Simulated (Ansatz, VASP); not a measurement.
CdMo3 in VASP and in Ansatz

```xyz
4
Lattice="4.0514 0.0000 0.0000 0.0000 4.0514 0.0000 0.0000 0.0000 4.0514" Properties=species:S:1:pos:R:3 pbc="T T T"
Cd    0.0000    0.0000    0.0000
Mo    0.0000    2.0257    2.0257
Mo    2.0257    0.0000    2.0257
Mo    2.0257    2.0257    0.0000
```

Alike in both runs: task single point; functional PBE; k mesh 4 × 4 × 4; occupations gaussian, width 0.1 eV; no spin polarisation.

|  | VASP | Ansatz |
| --- | --- | --- |
| version | VASP 6.6.1 | Ansatz 0.2.0 |
| potentials or method | VASP PAW PBE potentials, release 64 (Cd, Mo_sv), cutoff 520 eV | scalar-relativistic, plane waves, PAW |
| valence electrons in the cell | 54 | 62 |

VASP gave:

- gap on the k mesh at the Fermi level (eV): none
- pressure (GPa): -0.9

Task: What did Ansatz give for the same quantities?

Result: gap on the k mesh at the Fermi level (eV): none; pressure (GPa): -1.6.

A gap of «none» marks a metal or a gap that the smearing closes. VASP's potentials hold 54 valence electrons a cell and Ansatz's 62, so a difference there can come from the potentials and not from the codes.

The k mesh is coarse, so the values compare programs but aren't converged.
